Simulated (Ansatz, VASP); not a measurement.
# Sb in VASP and in Ansatz

File INCAR:

```
PREC = Accurate
ENCUT = 600
EDIFF = 1E-7
ISMEAR = -1
SIGMA = 0.05
LREAL = False
LASPH = True
NELM = 60
ALGO = Normal
ISIF = 3
LWAVE = False
LCHARG = False
GGA = B5
ALDAX = 1.0
AGGAX = 1.0
AGGAC = 1.0
ALDAC = 0.0
IVDW = 12
VDW_S6 = 1.0
VDW_S8 = 2.6996
VDW_A1 = 0.4298
VDW_A2 = 4.2359
IBRION = 2
NSW = 60
EDIFFG = -0.01
```

File KPOINTS:

```
regular mesh
0
Gamma
  10 10 10
```

File POSCAR:

```
Sb
1.0
    0.0000000000      2.3712425216      2.3712425216
    2.3712425216      0.0000000000      2.3712425216
    2.3712425216      2.3712425216      0.0000000000
Sb
1
Direct
    0.0000000000      0.0000000000      0.0000000000
```

The input input.yaml:

```yaml
crystal:
  lattice:
    - [0.0, 2.3712425216, 2.3712425216]
    - [2.3712425216, 0.0, 2.3712425216]
    - [2.3712425216, 2.3712425216, 0.0]
  atoms:
    - { symbol: Sb, position: [0.0, 0.0, 0.0] }
hamiltonian:
  xc: blyp
  pseudopotentials: { kind: paw }
  dispersion: d3bj
kpoints:
  mp_grid: { grid: [10, 10, 10] }
scf:
  occupations: { method: fermi_dirac, width: 0.05 }
output:
  forces: true
  stress: true
  eigenvalues: true
relax:
  f_tol: 0.01
  max_steps: 40
  cell: { stress_tol: 0.05 }
```

Alike in both runs: task relaxation of cell and atoms; functional BLYP; dispersion D3(BJ); k mesh 10 × 10 × 10; occupations fermi-dirac, width 0.05 eV; no spin polarisation.

|  | VASP | Ansatz |
| --- | --- | --- |
| version | VASP 6.6.1 | Ansatz 0.2.0 |
| potentials or method | VASP PAW PBE potentials, release 64 (Sb) | Ansatz PAW |
| plane-wave cutoff (eV) | 600 | 420 |
| valence electrons in the cell | 5 | 15 |

```csv
,VASP,Ansatz,Ansatz less VASP
"gap on the k mesh at the Fermi level, each at its own relaxed structure (eV)",none,none,-
relaxed volume (Å³/atom),26.96,26.87,-0.092
relaxed cell length with the largest relative difference (Å),3.366,3.362,-0.0038
```

VASP's potentials were made for PBE, not for BLYP. A gap of «none» marks a metal or a gap that the smearing closes. VASP's potentials hold 5 valence electrons a cell and Ansatz's 15, so a difference there can come from the potentials and not from the codes.

Spin-orbit coupling is off throughout. Noted on Ansatz's run: the plane-wave basis is chosen anew once the cell has moved, so the energies of steps on either side of that aren't comparable.
